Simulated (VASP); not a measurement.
# Ag (Fm-3m) in VASP: notebook, part 4 of 4

VASP 6.6.1. The steps go on from the part before.

### Step 7. Relaxation of cell and atoms, PBE, target pressure 45 GPa, at which the enthalpy is minimised

This run uses another cell than the first one, of 17.10 Å³/atom.

INCAR

```
SYSTEM = Ag
  PREC = Accurate
  ENCUT = 500
  EDIFF = 1E-7
  ISMEAR = -1
  SIGMA = 0.05
  LREAL = .False.
  LASPH = .True.
  NELM = 120
  ALGO = Normal
  ISIF = 3
  LWAVE = .False.
  LCHARG = .False.
  GGA = PE
  IBRION = 2
  NSW = 80
  EDIFFG = -0.03
  PSTRESS = 450.0
  GGA_COMPAT = .False.
  NELMIN = 4
```

KPOINTS

```
regular mesh
0
Gamma
  10 10 10
  0 0 0
```

POSCAR

```
Ag
1.0
    0.0000000000      2.0450000000      2.0450000000
    2.0450000000      0.0000000000      2.0450000000
    2.0450000000      2.0450000000      0.0000000000
Ag
1
Direct
    0.0000000000      0.0000000000      0.0000000000
```

Potentials or basis: VASP PAW PBE potentials, release 64 (Ag).

On the command line:

```
$ cat potpaw_PBE.64/Ag/POTCAR > POTCAR
$ mpirun -np 1 vasp_std > vasp.out
```

OUTCAR:

```text
SYSTEM = Ag
   PREC = Accurate
   ENCUT = 500
   EDIFF = 1E-7
   ISMEAR = -1
   LREAL = .False.
   LASPH = .True.
   NELM = 120
   ISIF = 3
   GGA = PE
   IBRION = 2
   NSW = 80
   EDIFFG = -0.03
   PSTRESS = 450.0
   NELMIN = 4

 ion  position               nearest neighbor table
   1  0.000  0.000  0.000-

  LATTYP: Found a face centered cubic cell.
 ALAT       =     4.0900000000

  Lattice vectors:

 A1 = (   0.0000000000,   2.0450000000,   2.0450000000)
 A2 = (   2.0450000000,   0.0000000000,   2.0450000000)
 A3 = (   2.0450000000,   2.0450000000,   0.0000000000)

Analysis of symmetry for initial positions (statically):
=====================================================================
 Subroutine PRICEL returns:
 Original cell was already a primitive cell.

 Routine SETGRP: Setting up the symmetry group for a
 face centered cubic supercell.

 Subroutine GETGRP returns: Found 48 space group operations
 (whereof 48 operations were pure point group operations)
 out of a pool of 48 trial point group operations.

The static configuration has the point symmetry O_h .

Analysis of symmetry for dynamics (positions and initial velocities):
=====================================================================
 Subroutine PRICEL returns:
 Original cell was already a primitive cell.

 Routine SETGRP: Setting up the symmetry group for a
 face centered cubic supercell.

 Subroutine GETGRP returns: Found 48 space group operations
 (whereof 48 operations were pure point group operations)
 out of a pool of 48 trial point group operations.

The dynamic configuration has the point symmetry O_h .

 Subroutine INISYM returns: Found 48 space group operations
 (whereof 48 operations are pure point group operations),
 and found     1 'primitive' translations

----------------------------------------------------------------------------------------

                                     Primitive cell

  volume of cell :      17.1045

  direct lattice vectors                    reciprocal lattice vectors
     0.000000000  2.045000000  2.045000000    -0.244498778  0.244498778  0.244498778
     2.045000000  0.000000000  2.045000000     0.244498778 -0.244498778  0.244498778
     2.045000000  2.045000000  0.000000000     0.244498778  0.244498778 -0.244498778

  length of vectors
     2.892066735  2.892066735  2.892066735     0.423484305  0.423484305  0.423484305

  position of ions in fractional coordinates (direct lattice)
     0.000000000  0.000000000  0.000000000

  ion indices of the primitive-cell ions
   primitive index   ion index
                 1           1

----------------------------------------------------------------------------------------

 KPOINTS: regular mesh

Automatic generation of k-mesh.
 Grid dimensions read from file:
 generate k-points for:   10   10   10

 Generating k-lattice:

  Cartesian coordinates                     Fractional coordinates (reciprocal lattice)
    -0.024449878  0.024449878  0.024449878     0.100000000  0.000000000  0.000000000
     0.024449878 -0.024449878  0.024449878     0.000000000  0.100000000  0.000000000
     0.024449878  0.024449878 -0.024449878     0.000000000  0.000000000  0.100000000

  Length of vectors
     0.042348431  0.042348431  0.042348431

  Shift w.r.t. Gamma in fractional coordinates (k-lattice)
     0.000000000  0.000000000  0.000000000

 Subroutine IBZKPT returns following result:
 ===========================================

 Found     47 irreducible k-points:

 Following reciprocal coordinates:
            Coordinates               Weight
  0.000000  0.000000  0.000000      1.000000
  0.100000  0.000000  0.000000      8.000000
  0.200000  0.000000  0.000000      8.000000
  0.300000  0.000000  0.000000      8.000000
  0.400000  0.000000  0.000000      8.000000
  0.500000  0.000000  0.000000      4.000000
[... 16 lines left out ...]
  0.300000  0.300000  0.000000      6.000000
  0.400000  0.300000  0.000000     24.000000
 [... further k-points ...]
   k-points           NKPTS =     47   k-points in BZ     NKDIM =     47   number of bands    NBANDS=      9
   number of dos      NEDOS =    301   number of ions     NIONS =      1
   total plane-waves  NPLWV =  13824
   dimension x,y,z NGX =    24 NGY =   24 NGZ =   24
   dimension x,y,z NGXF=    48 NGYF=   48 NGZF=   48
   ions per type =               1
   NGX,Y,Z   is equivalent  to a cutoff of  13.80, 13.80, 13.80 a.u.
   NGXF,Y,Z  is equivalent  to a cutoff of  27.59, 27.59, 27.59 a.u.
 SYSTEM =  Ag
   PREC   = accura    normal or accurate (medium, high low for compatibility)
   ISTART =      0    job   : 0-new  1-cont  2-samecut
   ICHARG =      2    charge: 1-file 2-atom 10-const
   ISPIN  =      1    spin polarized calculation?
   LNONCOLLINEAR =      F non collinear calculations
   LSORBIT =      F    spin-orbit coupling
   LASPH  =      T    aspherical Exc in radial PAW
   ENCUT  =  500.0 eV  36.75 Ry    6.06 a.u.   5.27  5.27  5.27*2*pi/ulx,y,z
   NELM   =    120;   NELMIN=  4; NELMDL= -5     # of ELM steps
   EDIFF  = 0.1E-06   stopping-criterion for ELM
   LREAL  =      F    real-space projection
   EDIFFG = -.3E-01   stopping-criterion for IOM
   NSW    =     80    number of steps for IOM
   IBRION =      2    ionic relax: 0-MD 1-quasi-New 2-CG
   NFREE  =      1    steps in history (QN), initial steepest desc. (CG)
   ISIF   =      3    stress and relaxation
   ISYM   =      2    0-nonsym 1-usesym 2-fastsym
   POTIM  = 0.5000    time-step for ionic-motion
   TEBEG  =    0.0;   TEEND  =   0.0 temperature during run
   PSTRESS=  450.0 pullay stress
   NELECT =      11.0000    total number of electrons
   NUPDOWN=      -1.0000    fix difference up-down
   EMIN   =  10.00;   EMAX   =-10.00  energy-range for DOS
   EFERMI =   0.00;   METHOD = LEGACY
   ISMEAR =    -1;   SIGMA  =   0.05  broadening in eV -4-tet -1-fermi 0-gaus
   EFERMI_NEDOS =   21; number of points for ismear=-14 and -15
   IALGO  =     38    algorithm
   IMIX   =      4    mixing-type and parameters
     AMIX     =   0.40;   BMIX     =  1.00
     AMIX_MAG =   1.60;   BMIX_MAG =  1.00
  volume/ion in A,a.u.               =      17.10       115.43
  Fermi-wavevector in a.u.,A,eV,Ry     =   1.413088  2.670348 27.168338  1.996817
  Thomas-Fermi vector in A             =   2.534769
   LORBIT       =      0    0 simple, 1 ext, 2 COOP (PROOUT), +10 PAW based schemes
   GGA     = PE    functional components
   LHFCALC =     F    Hartree Fock is set to
   AEXX    =    0.0000 exact exchange contribution
   IVDW    =     0    specifies the selected vdW correction
   LEPSILON=     F    determine dielectric tensor
   LRPA    =     F    only Hartree local field effects (RPA)
 conjugate gradient relaxation of ions
 non-spin polarized calculation
  energy-cutoff  :      500.00
  volume of cell :       17.10
 maximum number of plane-waves:       444
 NGX is ok and might be reduce to    24
   NGX = 11   NGY = 11   NGZ = 11

--------------------------------------- Ionic step        1  -------------------------------------------

 number of electron      10.9999999 magnetization

 Free energy of the ion-electron system (eV)
  ---------------------------------------------------
  ext. energy  EPLUGINS =         0.00000000
  ---------------------------------------------------
  free energy    TOTEN  =        -2.69593007 eV

  energy without entropy =       -2.69333977  energy(sigma->0) =       -2.69463492

 E-fermi :   8.3487     XC(G=0): -12.1902

 val. band max:        8.1132799117   @ k =   0.5000   0.2000   0.1000
 cond. band min:       8.4422921654   @ k =   0.5000   0.3000   0.1000
 fundamental gap:      0.3290122537
 Fermi energy:         8.3486517790

 k-point     1 :       0.0000    0.0000    0.0000
  band No.  band energies     occupation
      1       0.6421      2.00000
      2       3.5957      2.00000
      3       3.5957      2.00000
      4       3.5957      2.00000
      5       4.6243      2.00000
      6       4.6243      2.00000
      7      24.4046      0.00000
      8      27.9640      0.00000
      9      27.9640      0.00000
[... 421 lines left out ...]
  enthalpy is  TOTEN    =         1.6354522435 eV   P V=        3.9842536637

--------------------------------------- Ionic step        5  -------------------------------------------

 number of electron      11.0000001 magnetization

 Free energy of the ion-electron system (eV)
  ---------------------------------------------------
  ext. energy  EPLUGINS =         0.00000000
  ---------------------------------------------------
  free energy    TOTEN  =        -2.28515634 eV

  energy without entropy =       -2.28115993  energy(sigma->0) =       -2.28315813

 E-fermi :  11.5078     XC(G=0): -13.4540

 val. band max:       11.4915203005   @ k =   0.5000   0.1000   0.0000
 cond. band min:      11.8249518531   @ k =   0.5000   0.3000   0.1000
 fundamental gap:      0.3334315526
 Fermi energy:        11.5078421021

 k-point     1 :       0.0000    0.0000    0.0000
  band No.  band energies     occupation
      1       2.1915      2.00000
      2       5.9017      2.00000
      3       5.9017      2.00000
      4       5.9017      2.00000
      5       7.3742      2.00000
      6       7.3742      2.00000
      7      27.8599      0.00000
      8      32.6487      0.00000
      9      32.6487      0.00000
[... 304 lines left out ...]
  FREE ENERGIE OF THE ION-ELECTRON SYSTEM (eV)
  ---------------------------------------------------
  free  energy   TOTEN  =        -2.2851563394 eV

  energy  without entropy=       -2.2811599255  energy(sigma->0) =       -2.28315813

  enthalpy is  TOTEN    =         1.6317762052 eV   P V=        3.9169325446

 reached required accuracy - stopping structural energy minimisation
```

OSZICAR:

```text
N       E                     dE             d eps       ncg     rms          rms(c)
DAV:   1     0.430889053373E+02    0.43089E+02   -0.56106E+03   886   0.107E+03
DAV:   2    -0.257073106589E+01   -0.45660E+02   -0.42966E+02   875   0.202E+02
DAV:   3    -0.294788250360E+01   -0.37715E+00   -0.37686E+00   979   0.225E+01
[... 47 lines left out ...]
DAV:   3    -0.228535273579E+01    0.13334E-02   -0.38141E-03   880   0.641E-01    0.273E-01
DAV:   4    -0.228515695935E+01    0.19578E-03   -0.44354E-04   891   0.206E-01    0.220E-02
DAV:   5    -0.228515550675E+01    0.14526E-05   -0.25016E-06   866   0.182E-02    0.111E-02
DAV:   6    -0.228515632494E+01   -0.81819E-06   -0.64787E-07   902   0.769E-03    0.116E-03
DAV:   7    -0.228515633938E+01   -0.14437E-07   -0.11863E-08   459   0.114E-03
   5 F= 0.16317762E+01 E0= 0.16337744E+01  d E =-.476392E+00
```

CONTCAR:

```text
Ag
   1.00000000000000
    -0.0000000000000000    1.9104604662321654    1.9104604662321654
     1.9104604662321654    0.0000000000000000    1.9104604662321654
     1.9104604662321654    1.9104604662321654   -0.0000000000000000
  Ag
     1
Direct
     0.0000000000000000    0.0000000000000000    0.0000000000000000

  0.00000000E+00  0.00000000E+00  0.00000000E+00
```

It took 18 s on 1 thread of AMD EPYC 9R45 (Zen 5), shared host; peak memory 0.12 GiB.

Results:

* Free energy: -2.2852 eV
* Relaxed volume: 13.95 Å³/atom
* Relaxed cell: a = 2.702 Å, b = 2.702 Å, c = 2.702 Å, α = 60.00°, β = 60.00°, γ = 60.00°
* Space group after relaxing (to 0.1 Å): Fm-3m (No. 225)
* Energy change on relaxing (the run minimises the enthalpy): +410.8 meV/atom
* Ionic steps: 5
* Pressure after relaxing: 45.1 GPa
* Band gap on the k mesh: zero (an odd number of electrons rules out a gap without spin polarisation)

The path:
```tsv
step	energy change (eV)	largest force (eV/Å)	pressure (GPa)	volume (Å³)
1	0.0000	0.0000	4.51	17.10
2	7.1578	0.0000	533.17	8.48
3	0.2969	0.0000	35.95	14.40
4	0.3471	0.0000	40.06	14.19
5	0.4108	0.0000	45.14	13.95
```

Final structure:
```
CELL_PARAMETERS angstrom
0.00000 1.91046 1.91046
1.91046 0.00000 1.91046
1.91046 1.91046 0.00000
ATOMIC_POSITIONS crystal
Ag 0.00000 0.00000 0.00000
```

Levels at points of the mesh, in eV from the Fermi level:
| k point | band 3 | band 4 | band 5 | band 6 | band 7 | band 8 | band 9 |
| --- | --- | --- | --- | --- | --- | --- | --- |
| (0.00, 0.00, 0.00) | -5.61 | -5.61 | -4.13 | -4.13 | 16.35 | 21.14 | 21.14 |
| (0.50, 0.00, 0.00) | -5.65 | -3.01 | -3.01 | -0.93 | 4.95 | 15.62 | 26.04 |
| (0.50, 0.50, 0.00) | -3.05 | -2.71 | -2.71 | 1.48 | 8.56 | 11.76 | 11.76 |

Caveat: the cell is relaxed towards a set pressure, so the run minimises the enthalpy, not the energy; the volume moved by over 15 % at a fixed basis, so the end points are rough.

### Step 8. Overview

```csv
task,cell,gap on the mesh (eV),pressure (GPa)
single point,"a = 2.822 Å, angles 60.0°, 1 atom",none,14.8
single point,"a = 2.935 Å, angles 60.0°, 1 atom",none,0.0
relaxation of cell and atoms,"relaxed from a = 2.892 Å, angles 60.0°, 1 atom",none,0.0
relaxation of cell and atoms,"relaxed to 15 GPa from a = 2.892 Å, angles 60.0°, 1 atom",none,14.8
relaxation of cell and atoms,"relaxed to 30 GPa from a = 2.892 Å, angles 60.0°, 1 atom",none,30.0
relaxation of cell and atoms,"relaxed to 45 GPa from a = 2.892 Å, angles 60.0°, 1 atom",none,45.1
```

Alike in all rows: level PBE; potentials or basis VASP PAW PBE potentials, release 64 (Ag); no spin polarisation; k mesh 10 × 10 × 10; cutoff (eV) 500; smearing fermi-dirac 0.05 eV.

Caveats: the cell is relaxed towards a set pressure, so the run minimises the enthalpy, not the energy (at least some runs); the cell stands under pressure (at least some runs); the volume moved by over 15 % at a fixed basis, so the end points are rough (at least some runs).

Absolute energies hang on the potentials; compare differences alone.
